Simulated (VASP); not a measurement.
A run of VASP 6.6.1:

File INCAR:

```
  PREC = Accurate
  ENCUT = 520
  EDIFF = 1E-6
  ISMEAR = -1
  SIGMA = 0.02
  LREAL = F
  LASPH = T
  NELM = 100
  ALGO = Normal
  ISIF = 2
  LWAVE = F
  LCHARG = T
  GGA = PE
  LELF = T
  LVHAR = T
  NBANDS = 28
```

KPOINTS

```
Automatic mesh
0
Gamma
  6 6 6
```

The input POSCAR:

```
NaCdBr3
1.0
    5.4640720555      0.0000000000      0.0000000000
    0.0000000000      5.4640720555      0.0000000000
    0.0000000000      0.0000000000      5.4640720555
Na Cd Br
1 1 3
Direct
    0.0000000000      0.0000000000      0.0000000000
    0.5000000000      0.5000000000      0.5000000000
    0.5000000000      0.5000000000      0.0000000000
    0.5000000000      0.0000000000      0.5000000000
    0.0000000000      0.5000000000      0.5000000000
```

Potentials or basis: VASP PAW PBE potentials, release 64 (Na_pv, Cd, Br).

The run is started by

```bash
$ cat potpaw_PBE.64/Na_pv/POTCAR potpaw_PBE.64/Cd/POTCAR potpaw_PBE.64/Br/POTCAR > POTCAR
$ mpirun -np 1 vasp_std > vasp.out
```

Hardware: 1 thread of AMD EPYC 7571, on a shared host.

Question: How long does it take, and how much memory?

Answer: It took 2.8 min on 1 thread of AMD EPYC 7571, on a shared host, peak memory 0.27 GiB. Counts: scf iterations 14, k points 20.
